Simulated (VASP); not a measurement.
# AlN (F-43m) in VASP: notebook, part 2 of 3

VASP 6.6.1. The steps go on from the part before.

### Step 4. Vibrations by perturbation theory, PBEsol

This run uses another cell than the first one, of 10.38 Å³/atom, 0.971 times its volume.

Contents of INCAR:

```
SYSTEM = AlN
PREC     = Accurate       ! precision mode
ENCUT    = 520            ! plane-wave cutoff, eV
EDIFF    = 1E-8           ! SCF threshold, eV
ISMEAR   = 0              ! smearing method
SIGMA    = 0.01           ! smearing width, eV
LREAL    = .FALSE.        ! projectors in reciprocal space
LASPH    = .TRUE.         ! aspherical terms in the spheres
NELM     = 60             ! most SCF steps
ALGO     = Normal         ! electronic algorithm
ISIF     = 2              ! what is computed and relaxed
LWAVE    = .FALSE.        ! write WAVECAR
LCHARG   = .FALSE.        ! write CHGCAR
GGA      = PS             ! functional
IBRION   = 8              ! ionic algorithm
NSW      = 1              ! ionic steps
LEPSILON = .TRUE.         ! dielectric tensor by DFPT
```

Contents of KPOINTS:

```
regular mesh
0
G
  10 10 10
  0 0 0
```

Contents of POSCAR:

```
AlN
1.0
    0.0000000000      2.1817086678      2.1817086678
    2.1817086678      0.0000000000      2.1817086678
    2.1817086678      2.1817086678      0.0000000000
Al N
1 1
Direct
    0.0000000000      0.0000000000      0.0000000000
    0.7500000000      0.7500000000      0.7500000000
```

Potentials or basis: VASP PAW PBE potentials, release 64 (Al, N).

Run with:

```
$ cat potpaw_PBE.64/Al/POTCAR potpaw_PBE.64/N/POTCAR > POTCAR
$ mpirun -np 1 vasp_std > vasp.out
```

OUTCAR:

```text
SYSTEM = AlN
   PREC = Accurate
   ENCUT = 520
   EDIFF = 1E-8
   ISMEAR = 0
   LREAL = .FALSE.
   LASPH = .TRUE.
   NELM = 60
   ISIF = 2
   GGA = PS
   IBRION = 8
   NSW = 1
   LEPSILON = .TRUE.

 ion  position               nearest neighbor table
   1  0.000  0.000  0.000-   2 1.89   2 1.89   2 1.89   2 1.89
   2  0.750  0.750  0.750-   1 1.89   1 1.89   1 1.89   1 1.89

  LATTYP: Found a face centered cubic cell.
 ALAT       =     4.3634173356

  Lattice vectors:

 A1 = (   0.0000000000,   2.1817086678,   2.1817086678)
 A2 = (   2.1817086678,   0.0000000000,   2.1817086678)
 A3 = (   2.1817086678,   2.1817086678,   0.0000000000)

Analysis of symmetry for initial positions (statically):
=====================================================================
 Subroutine PRICEL returns:
 Original cell was already a primitive cell.

 Routine SETGRP: Setting up the symmetry group for a
 face centered cubic supercell.

 Subroutine GETGRP returns: Found 24 space group operations
 (whereof 24 operations were pure point group operations)
 out of a pool of 48 trial point group operations.

The static configuration has the point symmetry T_d .

Analysis of symmetry for dynamics (positions and initial velocities):
=====================================================================
 Subroutine PRICEL returns:
 Original cell was already a primitive cell.

 Routine SETGRP: Setting up the symmetry group for a
 face centered cubic supercell.

 Subroutine GETGRP returns: Found 24 space group operations
 (whereof 24 operations were pure point group operations)
 out of a pool of 48 trial point group operations.

The dynamic configuration has the point symmetry T_d .

 Subroutine INISYM returns: Found 24 space group operations
 (whereof 24 operations are pure point group operations),
 and found     1 'primitive' translations

----------------------------------------------------------------------------------------

                                     Primitive cell

  volume of cell :      20.7692

  direct lattice vectors                    reciprocal lattice vectors
     0.000000000  2.181708668  2.181708668    -0.229178170  0.229178170  0.229178170
     2.181708668  0.000000000  2.181708668     0.229178170 -0.229178170  0.229178170
     2.181708668  2.181708668  0.000000000     0.229178170  0.229178170 -0.229178170

  length of vectors
     3.085401987  3.085401987  3.085401987     0.396948234  0.396948234  0.396948234

  position of ions in fractional coordinates (direct lattice)
     0.000000000  0.000000000  0.000000000
     0.750000000  0.750000000  0.750000000

[... 452 lines left out ...]
 -----------------------------------------------------------------------------
    -0.00034  0.61157  0.00000
     0.61157 -0.00034  0.00000
     0.00000  0.00000  0.00036

--------------------------------------- Ionic step        4  -------------------------------------------

------------------------ aborting loop because EDIFF is reached ----------------------------------------

[... ionic steps 5 to 6 ...]

--------------------------------------- Ionic step        7  -------------------------------------------

 Free energy of the ion-electron system (eV)
  ---------------------------------------------------
  ---------------------------------------------------
  free energy    TOTEN  =        -0.23733665 eV

  energy without entropy =       -0.23733665

------------------------ aborting loop because EDIFF is reached ----------------------------------------

 INTERNAL STRAIN TENSOR  FOR ION    2  DIRECTION 1   (eV/Angst):
 -----------------------------------------------------------------------------
     0.00003  0.00000  0.00000
     0.00000  0.00029  9.52806
     0.00000  9.52806  0.00029

 MACROSCOPIC STATIC DIELECTRIC TENSOR (including local field effects in DFT)
 ------------------------------------------------------
           4.622853     0.000000     0.000000
           0.000000     4.622853     0.000000
           0.000000     0.000000     4.622853
 ------------------------------------------------------

 PIEZOELECTRIC TENSOR (including local field effects)  for field in x, y, z        (e  Angst)
          XX          YY          ZZ          XY          YZ          ZX
  --------------------------------------------------------------------------------
  x     0.00000     0.00000    -0.00000     0.00000     0.79263     0.00000
  y     0.00000     0.00000    -0.00000     0.00000     0.00000     0.79263
  z    -0.00000     0.00000    -0.00000     0.79263     0.00000     0.00000

 PIEZOELECTRIC TENSOR (including local field effects)  for field in x, y, z        (C/m^2)
          XX          YY          ZZ          XY          YZ          ZX
  --------------------------------------------------------------------------------
  x     0.00000     0.00000    -0.00000     0.00000     0.61145     0.00000
  y     0.00000     0.00000    -0.00000     0.00000     0.00000     0.61145
  z    -0.00000     0.00000    -0.00000     0.61145     0.00000     0.00000

 BORN EFFECTIVE CHARGES (including local field effects) (in |e|, cummulative output)
 ---------------------------------------------------------------------------------
 ion    1
    1     2.53228     0.00000     0.00000
    2     0.00000     2.53228     0.00000
    3     0.00000     0.00000     2.53228
 ion    2
    1    -2.53228     0.00000     0.00000
    2     0.00000    -2.53228     0.00000
    3     0.00000     0.00000    -2.53228

 INTERNAL STRAIN TENSOR FOR ION    2 for displacements in x,y,z  (eV/Angst):
          X           Y           Z          XY          YZ          ZX
  --------------------------------------------------------------------------------
  x    -0.00000    -0.00000    -0.00000     0.00000     9.52806     0.00000
  y     0.00000    -0.00000     0.00000     0.00000     0.00000     9.52806
  z    -0.00000    -0.00000    -0.00000     9.52806     0.00000     0.00000

 SECOND DERIVATIVES (NOT SYMMETRIZED)
 ------------------------------------
               1X          1Y          1Z          2X          2Y          2Z
  1X   -14.807737    0.000000    0.000000   14.807737    0.000000    0.000000
  1Y     0.000000  -14.807737    0.000000    0.000000   14.807737    0.000000
  1Z     0.000000    0.000000  -14.807737    0.000000    0.000000   14.807737
  2X    14.806516    0.000000    0.000000  -14.806516    0.000000    0.000000
  2Y     0.000000   14.806516    0.000000    0.000000  -14.806516    0.000000
  2Z     0.000000    0.000000   14.806516    0.000000    0.000000  -14.806516

 Eigenvectors and eigenvalues of the dynamical matrix
 ----------------------------------------------------

   1 f  =   19.813961 THz   124.494790 2PiTHz  660.922604 cm-1    81.943922 meV
             X         Y         Z           dx          dy          dz
      0.000000  0.000000  0.000000     0.000000    0.584514    0.000000
      3.272563  3.272563  3.272563     0.000000   -0.811384    0.000000
[... 21 lines left out ...]
   6 f/i=    0.000388 THz     0.002436 2PiTHz    0.012932 cm-1     0.001603 meV
             X         Y         Z           dx          dy          dz
      0.000000  0.000000  0.000000     0.000000    0.000000    0.811384
      3.272563  3.272563  3.272563     0.000000    0.000000    0.584514

--------------------------------------------------------------------------------------------------------

 MACROSCOPIC STATIC DIELECTRIC TENSOR IONIC CONTRIBUTION
 ------------------------------------------------------
           3.773088     0.000000     0.000000
           0.000000     3.773088     0.000000
           0.000000     0.000000     3.773088
 ------------------------------------------------------

 ELASTIC MODULI CONTR FROM IONIC RELAXATION (kBar)
 Direction    XX          YY          ZZ          XY          YZ          ZX
 --------------------------------------------------------------------------------
 XX          -0.0000      0.0000      0.0000      0.0000     -0.0000     -0.0000
 YY           0.0000     -0.0000      0.0000      0.0000      0.0000      0.0000
 ZZ           0.0000      0.0000     -0.0000     -0.0000      0.0000     -0.0000
 XY           0.0000      0.0000     -0.0000   -446.2322      0.0000      0.0000
 YZ          -0.0000      0.0000      0.0000      0.0000   -446.2322      0.0000
 ZX          -0.0000      0.0000     -0.0000      0.0000      0.0000   -446.2322
 --------------------------------------------------------------------------------

 PIEZOELECTRIC TENSOR IONIC CONTR  for field in x, y, z        (C/m^2)
          XX          YY          ZZ          XY          YZ          ZX
  --------------------------------------------------------------------------------
  x    -0.00000     0.00000     0.00000     0.00000    -1.22096     0.00000
  y    -0.00000     0.00000    -0.00000     0.00000     0.00000    -1.22096
  z     0.00000     0.00000    -0.00000    -1.22096     0.00000     0.00000
```

Wall time 2.6 min (1 thread of AMD EPYC 7R13 (Zen 3), shared host); peak memory 0.17 GiB.

Results:

```yaml
Electronic_dielectric_tensor_diagonal: 4.62
Born_charges_mean_of_the_diagonal: Al +2.53; N -2.53 e
Highest_phonon_frequency_at_Γ_LO-TO_splitting_left_out: 661 cm⁻¹
```

Phonon frequencies in cm⁻¹ (negative: imaginary):
```tsv
q point	frequencies
(0.000, 0.000, 0.000)	0 0 0 661 661 661
```

Electronic dielectric tensor:
```
4.62 0.00 0.00
0.00 4.62 0.00
0.00 0.00 4.62
```

Born effective charge tensors (e):
atom 1, Al
```
2.53 0.00 0.00
0.00 2.53 0.00
0.00 0.00 2.53
```
atom 2, N
```
-2.53  0.00  0.00
 0.00 -2.53  0.00
 0.00  0.00 -2.53
```

Caveat: the cell wasn't relaxed at this level first, which shifts response properties; the PAW data sets were made with another functional, which shifts forces and pressure a little.

[end of part 2 of 3]
